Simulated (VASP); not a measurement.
# Ge in VASP: further runs

Runs on Ge. Level: r2SCAN. Tasks: single point.

All numbers are computed with VASP 6.6.1; they aren't measurements. Logs are shortened: lines on timing, memory, paths and dates and some standing lists are left out, and cuts for length are marked.

## (1) The cell of the first run

The cell holds a slab with vacuum, 6 atoms: a = 4.012 Å, b = 4.012 Å, c = 23.093 Å, α = 90.00°, β = 90.00°, γ = 90.00°.

## (2) Single point, r2SCAN

POSCAR

```
Ge
1.0
    4.0124552903      0.0000000000      0.0000000000
    0.0000000000      4.0124552903      0.0000000000
    0.0000000000      0.0000000000     23.0931000000
Ge
6
Direct
    0.7500000000      0.0000000000      0.3464241297
    0.2500000000      0.0000000000      0.4078544778
    0.2500000000      0.5000000000      0.4692848259
    0.7500000000      0.5000000000      0.5307151741
    0.7500000000      0.0000000000      0.5921455222
    0.2500000000      0.0000000000      0.6535758703
```

INCAR.step1

```
SYSTEM = Ge
ALGO     = Normal         ! electronic algorithm
DIPOL    = 0.5 0.5 0.500
EDIFF    = 1E-4           ! SCF threshold, eV
ENCUT    = 520            ! plane-wave cutoff, eV
GGA      = PE             ! functional
IDIPOL   = 3            
ISMEAR   = -1             ! smearing method
LASPH    = .TRUE.         ! aspherical terms in the spheres
LCHARG   = .FALSE.        ! write CHGCAR
LDIPOL   = .TRUE.       
LREAL    = .FALSE.        ! projectors in reciprocal space
LWAVE    = .TRUE.         ! write WAVECAR
NBANDS   = 51             ! bands
NELM     = 80             ! most SCF steps
PREC     = Accurate       ! precision mode
SIGMA    = 0.02           ! smearing width, eV
```

INCAR.step2

```
SYSTEM = Ge
ALGO     = Normal         ! electronic algorithm
DIPOL    = 0.5 0.5 0.500
EDIFF    = 1E-7           ! SCF threshold, eV
ENCUT    = 520            ! plane-wave cutoff, eV
IDIPOL   = 3            
ISIF     = 2              ! what is computed and relaxed
ISMEAR   = -1             ! smearing method
ISTART   = 1            
LASPH    = .TRUE.         ! aspherical terms in the spheres
LCHARG   = .FALSE.        ! write CHGCAR
LDIPOL   = .TRUE.       
LMIXTAU  = .TRUE.       
LREAL    = .FALSE.        ! projectors in reciprocal space
LWAVE    = .FALSE.        ! write WAVECAR
METAGGA  = R2SCAN         ! meta-GGA
NBANDS   = 51             ! bands
NELM     = 80             ! most SCF steps
PREC     = Accurate       ! precision mode
SIGMA    = 0.02           ! smearing width, eV
```

KPOINTS

```
k-points
0
G
  8 8 1
  0 0 0
```

Potentials or basis: VASP PAW PBE potentials, release 64 (Ge_d).

Run with:

```console
> cat potpaw_PBE.64/Ge_d/POTCAR > POTCAR
> cp INCAR.step1 INCAR
> mpirun -np 1 vasp_std > vasp.out
> cp INCAR.step2 INCAR
> mpirun -np 1 vasp_std > vasp.out
```

OUTCAR:

```text
SYSTEM = Ge
   EDIFF = 1E-7
   ENCUT = 520
   ISIF = 2
   ISMEAR = -1
   ISTART = 1
   LASPH = .TRUE.
   LREAL = .FALSE.
   METAGGA = R2SCAN
   NELM = 80
   PREC = Accurate

 ion  position               nearest neighbor table
   1  0.750  0.000  0.346-   2 2.46   2 2.46
   2  0.250  0.000  0.408-   3 2.46   3 2.46   1 2.46   1 2.46
   3  0.250  0.500  0.469-   2 2.46   2 2.46   4 2.46   4 2.46
   4  0.750  0.500  0.531-   5 2.46   5 2.46   3 2.46   3 2.46
   5  0.750  0.000  0.592-   4 2.46   4 2.46   6 2.46   6 2.46
   6  0.250  0.000  0.654-   5 2.46   5 2.46

  LATTYP: Found a simple tetragonal cell.
 ALAT       =     4.0124552903
 C/A-ratio  =     5.7553538493

  Lattice vectors:

 A1 = (   4.0124552903,   0.0000000000,   0.0000000000)
 A2 = (   0.0000000000,   4.0124552903,   0.0000000000)
 A3 = (   0.0000000000,   0.0000000000,  23.0931000000)

Analysis of symmetry for initial positions (statically):
=====================================================================
 Subroutine PRICEL returns:
 Original cell was already a primitive cell.

 Routine SETGRP: Setting up the symmetry group for a
 simple tetragonal supercell.

 Subroutine GETGRP returns: Found  8 space group operations
 (whereof  4 operations were pure point group operations)
 out of a pool of 16 trial point group operations.

The static configuration has the point symmetry C_2h.
 The point group associated with its full space group is D_2h.

Analysis of symmetry for dynamics (positions and initial velocities):
=====================================================================
 Subroutine PRICEL returns:
 Original cell was already a primitive cell.

 Routine SETGRP: Setting up the symmetry group for a
 simple tetragonal supercell.

 Subroutine GETGRP returns: Found  8 space group operations
 (whereof  4 operations were pure point group operations)
 out of a pool of 16 trial point group operations.

The dynamic configuration has the point symmetry C_2h.
 The point group associated with its full space group is D_2h.

 Subroutine INISYM returns: Found  8 space group operations
 (whereof  4 operations are pure point group operations),
 and found     1 'primitive' translations

----------------------------------------------------------------------------------------

                                     Primitive cell

  volume of cell :     371.7942

  direct lattice vectors                    reciprocal lattice vectors
     4.012455290  0.000000000  0.000000000     0.249223961  0.000000000  0.000000000
     0.000000000  4.012455290  0.000000000     0.000000000  0.249223961  0.000000000
     0.000000000  0.000000000 23.093100000     0.000000000  0.000000000  0.043302978

  length of vectors
     4.012455290  4.012455290 23.093100000     0.249223961  0.249223961  0.043302978

  position of ions in fractional coordinates (direct lattice)
     0.750000000  0.000000000  0.346424130
     0.250000000  0.000000000  0.407854478
     0.250000000  0.500000000  0.469284826
     0.750000000  0.500000000  0.530715174
     0.750000000  0.000000000  0.592145522
     0.250000000  0.000000000  0.653575870

  ion indices of the primitive-cell ions
   primitive index   ion index
                 1           1
                 2           2
                 3           3
                 4           4
                 5           5
                 6           6

----------------------------------------------------------------------------------------

 KPOINTS: k-points

Automatic generation of k-mesh.
 Grid dimensions read from file:
 generate k-points for:    8    8    1

 Generating k-lattice:

  Cartesian coordinates                     Fractional coordinates (reciprocal lattice)
     0.031152995  0.000000000  0.000000000     0.125000000  0.000000000  0.000000000
     0.000000000  0.031152995  0.000000000     0.000000000  0.125000000  0.000000000
     0.000000000  0.000000000  0.043302978     0.000000000  0.000000000  1.000000000

  Length of vectors
     0.031152995  0.031152995  0.043302978

  Shift w.r.t. Gamma in fractional coordinates (k-lattice)
     0.000000000  0.000000000  0.000000000

 Subroutine IBZKPT returns following result:
 ===========================================

 Found     25 irreducible k-points:

 Following reciprocal coordinates:
            Coordinates               Weight
  0.000000  0.000000  0.000000      1.000000
  0.125000  0.000000  0.000000      2.000000
  0.000000  0.125000  0.000000      2.000000
  0.250000  0.000000  0.000000      2.000000
  0.000000  0.250000  0.000000      2.000000
  0.375000  0.000000  0.000000      2.000000
[... 16 lines left out ...]
  0.500000  0.375000  0.000000      2.000000
 -0.375000  0.500000  0.000000      2.000000
   k-points           NKPTS =     25   k-points in BZ     NKDIM =     25   number of bands    NBANDS=     51
   number of dos      NEDOS =    301   number of ions     NIONS =      6
   total plane-waves  NPLWV = 162000
   dimension x,y,z NGX =    30 NGY =   30 NGZ =  180
   dimension x,y,z NGXF=    60 NGYF=   60 NGZF=  360
   ions per type =               6
   NGX,Y,Z   is equivalent  to a cutoff of  12.43, 12.43, 12.96 a.u.
   NGXF,Y,Z  is equivalent  to a cutoff of  24.86, 24.86, 25.92 a.u.
 SYSTEM =  Ge
   PREC   = accura    normal or accurate (medium, high low for compatibility)
   ISTART =      1    job   : 0-new  1-cont  2-samecut
   ICHARG =      0    charge: 1-file 2-atom 10-const
   ISPIN  =      1    spin polarized calculation?
   LNONCOLLINEAR =      F non collinear calculations
   LSORBIT =      F    spin-orbit coupling
   LASPH  =      T    aspherical Exc in radial PAW
   ENCUT  =  520.0 eV  38.22 Ry    6.18 a.u.   7.46  7.46 42.94*2*pi/ulx,y,z
   NELM   =     80;   NELMIN=  2; NELMDL=  0     # of ELM steps
   EDIFF  = 0.1E-06   stopping-criterion for ELM
   LREAL  =      F    real-space projection
   EDIFFG = 0.1E-05   stopping-criterion for IOM
   NSW    =      0    number of steps for IOM
   IBRION =     -1    ionic relax: 0-MD 1-quasi-New 2-CG
   NFREE  =      0    steps in history (QN), initial steepest desc. (CG)
   ISIF   =      2    stress and relaxation
   ISYM   =      2    0-nonsym 1-usesym 2-fastsym
   POTIM  = 0.5000    time-step for ionic-motion
   TEBEG  =    0.0;   TEEND  =   0.0 temperature during run
   PSTRESS=    0.0 pullay stress
   NELECT =      84.0000    total number of electrons
   NUPDOWN=      -1.0000    fix difference up-down
   EMIN   =  10.00;   EMAX   =-10.00  energy-range for DOS
   EFERMI =   0.00;   METHOD = LEGACY
   ISMEAR =    -1;   SIGMA  =   0.02  broadening in eV -4-tet -1-fermi 0-gaus
   EFERMI_NEDOS =   21; number of points for ismear=-14 and -15
   IALGO  =     38    algorithm
   IMIX   =      4    mixing-type and parameters
     AMIX     =   0.40;   BMIX     =  1.00
     AMIX_MAG =   1.60;   BMIX_MAG =  1.00
  volume/ion in A,a.u.               =      61.97       418.17
  Fermi-wavevector in a.u.,A,eV,Ry     =   0.997089  1.884224 13.526715  0.994185
  Thomas-Fermi vector in A             =   2.129221
   LORBIT       =      0    0 simple, 1 ext, 2 COOP (PROOUT), +10 PAW based schemes
   METAGGA = R2SCAN    functional components
   LHFCALC =     F    Hartree Fock is set to
   AEXX    =    0.0000 exact exchange contribution
   IVDW    =     0    specifies the selected vdW correction
   LEPSILON=     F    determine dielectric tensor
   LRPA    =     F    only Hartree local field effects (RPA)
 non-spin polarized calculation
  energy-cutoff  :      520.00
  volume of cell :      371.79
 maximum number of plane-waves:     10075
 NGX is ok and might be reduce to    30
   NGX = 15   NGY = 15   NGZ = 85

 dipolmoment           0.000000      0.000000     -0.000000 electrons x Angstroem

 number of electron      83.9999909 magnetization

 dipolmoment           0.000000      0.000000      0.000000 electrons x Angstroem

 Free energy of the ion-electron system (eV)
  ---------------------------------------------------
  ext. energy  EPLUGINS =         0.00000000
  ---------------------------------------------------
  free energy    TOTEN  =       -79.90722228 eV

  energy without entropy =      -79.90161996  energy(sigma->0) =      -79.90442112

 E-fermi :  -1.6836     XC(G=0):  -4.6084

 val. band max:       -1.7239688960   @ k =   0.5000   0.3750   0.0000
 cond. band min:      -1.6813469262   @ k =  -0.2500   0.3750   0.0000
 fundamental gap:      0.0426219698
 Fermi energy:        -1.6836043207

 k-point     1 :       0.0000    0.0000    0.0000
  band No.  band energies     occupation
      1     -26.8587      2.00000
      2     -26.7978      2.00000
      3     -26.7897      2.00000
      4     -26.7811      2.00000
      5     -26.7656      2.00000
      6     -26.7333      2.00000
[... 43 lines left out ...]
     50       2.5318      0.00000
     51       3.4301      0.00000

 k-point     2 :       0.1250    0.0000    0.0000
  band No.  band energies     occupation
      1     -26.8612      2.00000
      2     -26.7982      2.00000
      3     -26.7915      2.00000
      4     -26.7728      2.00000
      5     -26.7701      2.00000
      6     -26.7237      2.00000
[... 43 lines left out ...]
     50       2.6520      0.00000
     51       3.5674      0.00000

 k-point     3 :       0.0000    0.1250    0.0000
  band No.  band energies     occupation
      1     -26.8592      2.00000
      2     -26.8069      2.00000
      3     -26.7811      2.00000
      4     -26.7811      2.00000
      5     -26.7623      2.00000
      6     -26.7336      2.00000
[... 43 lines left out ...]
     50       2.6140      0.00000
     51       3.5206      0.00000
[... 1027 lines left out ...]
 k-point    23 :       0.5000    0.3750    0.0000
  band No.  band energies     occupation
      1     -26.8416      2.00000
      2     -26.8416      2.00000
      3     -26.7864      2.00000
      4     -26.7864      2.00000
      5     -26.7056      2.00000
      6     -26.7056      2.00000
[... 43 lines left out ...]
     50       3.9879      0.00000
     51       4.7983      0.00000

 k-point    24 :      -0.3750    0.5000    0.0000
  band No.  band energies     occupation
      1     -26.8570      2.00000
      2     -26.8272      2.00000
      3     -26.7845      2.00000
      4     -26.7781      2.00000
      5     -26.7184      2.00000
      6     -26.6900      2.00000
[... 43 lines left out ...]
     50       3.7155      0.00000
     51       4.9199      0.00000

 [... further k-points ...]

------------------------ aborting loop because EDIFF is reached ----------------------------------------

 vacuum level on the upper side and lower side of the slab       (xc-potential included)         0.008         0.008

  FORCE on cell =-STRESS in cart. coord.  units (eV):
  Direction    XX          YY          ZZ          XY          YZ          ZX
  --------------------------------------------------------------------------------------
  -------------------------------------------------------------------------------------
  Total        0.2118403     -2.0196072      0.4862457      0.0000000      0.0000000      0.0000000
  in kB        0.9128858     -8.7031173      2.0953845      0.0000000      0.0000000      0.0000000
  external PRESSURE =      -1.8982823 kB  Pullay stress =       0.0000000 kB

 VOLUME and BASIS-vectors are now :
 -----------------------------------------------------------------------------
  energy-cutoff  :      520.00
  volume of cell :      371.79
      direct lattice vectors                 reciprocal lattice vectors
     4.012455290  0.000000000  0.000000000     0.249223961  0.000000000  0.000000000
     0.000000000  4.012455290  0.000000000     0.000000000  0.249223961  0.000000000
     0.000000000  0.000000000 23.093100000     0.000000000  0.000000000  0.043302978

 POSITION                                       TOTAL-FORCE (eV/Angst)
 -----------------------------------------------------------------------------------
      3.00934      0.00000      8.00001         0.000000     -0.000000     -0.045193
      1.00311      0.00000      9.41862        -0.000000      0.000000     -0.096002
      1.00311      2.00623     10.83724        -0.000000      0.000000      0.133807
      3.00934      2.00623     12.25586        -0.000000      0.000000     -0.133807
      3.00934      0.00000     13.67448        -0.000000      0.000000      0.096002
      1.00311      0.00000     15.09309        -0.000000      0.000000      0.045193
 -----------------------------------------------------------------------------------
    total drift:                                0.000000      0.000000     -0.000000

  FREE ENERGIE OF THE ION-ELECTRON SYSTEM (eV)
  ---------------------------------------------------
  free  energy   TOTEN  =       -79.9072222809 eV

  energy  without entropy=      -79.9016199642  energy(sigma->0) =      -79.90442112

 vacuum level on the upper side and lower side of the slab         3.484         3.484
```

Wall time 23 min (1 thread of AMD EPYC 9R45 (Zen 5), shared host); peak memory 0.6 GiB.

Results:

| Property | Result |
| --- | --- |
| Free energy | -79.9072 eV |
| Largest force | 0.134 eV/Å |
| Band gap on the k mesh | zero (bands 42 and 43 overlap by 1.13 eV) |

Forces in eV/Å, atoms in the order of the input:
```
Ge   0.000  0.000 -0.045
Ge   0.000  0.000 -0.096
Ge   0.000  0.000  0.134
Ge   0.000  0.000 -0.134
Ge   0.000  0.000  0.096
Ge   0.000  0.000  0.045
```

Levels at points of the mesh, in eV from the Fermi level:
```csv
k point,band 39,band 40,band 41,band 42,band 43,band 44,band 45,band 46
"(0.00, 0.00, 0.00)",-1.28,-1.07,-0.08,0.68,1.64,1.72,1.80,2.53
"(0.50, 0.00, 0.00)",-1.06,-1.06,-0.80,-0.80,2.04,2.04,2.54,2.54
"(0.00, 0.50, 0.00)",-1.12,-1.04,-0.82,-0.76,0.42,0.47,2.58,2.59
"(0.50, 0.50, 0.00)",-2.96,-2.96,-0.84,-0.84,-0.36,-0.36,2.97,2.97
```

Caveat: the PAW data sets were made with another functional, which shifts forces and pressure a little.

## (3) Single point, r2SCAN

POSCAR is that of step 2.

INCAR.step1

```
ALGO = Normal
DIPOL = 0.5 0.5 0.500
EDIFF = 1E-4
ENCUT = 520
GGA = PE
IDIPOL = 3
ISMEAR = -1
LASPH = True
LCHARG = False
LDIPOL = True
LREAL = False
LWAVE = True
NBANDS = 51
NELM = 60
PREC = Accurate
SIGMA = 0.02
```

INCAR.step2

```
ALGO = Normal
DIPOL = 0.5 0.5 0.500
EDIFF = 1E-6
ENCUT = 520
IDIPOL = 3
ISIF = 2
ISMEAR = -1
ISTART = 1
LASPH = True
LCHARG = False
LDIPOL = True
LMIXTAU = True
LREAL = False
LWAVE = False
METAGGA = R2SCAN
NBANDS = 51
NELM = 60
PREC = Accurate
SIGMA = 0.02
```

KPOINTS

```
Automatic mesh
0
Gamma
  10 10 1
  0.5 0.5 0
```

Potentials or basis: VASP PAW PBE potentials, release 64 (Ge_d).

Run with:

```console
> cat potpaw_PBE.64/Ge_d/POTCAR > POTCAR
> cp INCAR.step1 INCAR
> mpirun -np 1 vasp_std > vasp.out
> cp INCAR.step2 INCAR
> mpirun -np 1 vasp_std > vasp.out
```

It took 50 min on 1 thread of Oxide Virtual Turin-like, shared host; peak memory 0.6 GiB.

The run converged. Its results:

```
Free energy            : -79.8950 eV
Largest force          : 0.178 eV/Å
Band gap on the k mesh : zero (bands 42 and 43 overlap by 1.08 eV)
```

Forces on the atoms (eV/Å):
```
Ge   0.000  0.000 -0.069
Ge   0.000  0.000 -0.102
Ge   0.000  0.000  0.178
Ge   0.000  0.000 -0.178
Ge   0.000  0.000  0.102
Ge   0.000  0.000  0.069
```

Levels at points of the mesh, in eV from the Fermi level:
```
           k point  band 39  band 40  band 41  band 42  band 43  band 44  band 45  band 46
(0.05, 0.05, 0.00)    -1.35    -0.99    -0.12     0.62     1.75     1.90     1.99     2.56
```

Caveat: the PAW data sets were made with another functional, which shifts forces and pressure a little.
